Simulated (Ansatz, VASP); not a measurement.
# Two plane-wave programs on Al3GaN4

```
Al Ga N
1.0
     4.33001    0.00000    0.00000
     0.00000    4.33001    0.00000
     0.00000    0.00000    3.83509
Al Ga N
3 1 4
Direct
  0.50000 0.50000 0.00000
  0.50000 0.00000 0.50000
  0.00000 0.50000 0.50000
  0.00000 0.00000 0.00000
  0.74471 0.74471 0.25529
  0.74471 0.25529 0.74471
  0.25529 0.74471 0.74471
  0.25529 0.25529 0.25529
```

Alike in both runs: task single point; functional PBEsol; k mesh 6 × 6 × 6; occupations gaussian, width 0.05 eV; no spin polarisation.

```csv
,VASP,Ansatz
version,VASP 6.6.1,Ansatz 0.2.0
potentials or method,"VASP PAW PBE potentials, release 64 (Al, Ga_d, N), cutoff 520 eV","scalar-relativistic, plane waves, PAW"
valence electrons in the cell,42,42
```

Ansatz gave:

* gap on the k mesh at the Fermi level (eV): 2.80
* least direct gap on the mesh (eV): 2.80
* rms of the force components (eV/Å): 0.086

Question: Estimate VASP's values.

Answer: gap on the k mesh at the Fermi level (eV): 2.79; least direct gap on the mesh (eV): 2.79; rms of the force components (eV/Å): 0.083.

VASP's potentials were made for PBE, not for PBEsol. Atom by atom the forces differ by 0.016 eV/Å (rms over components). The functional is the same, so the differences come from potentials, cutoffs and numerics.
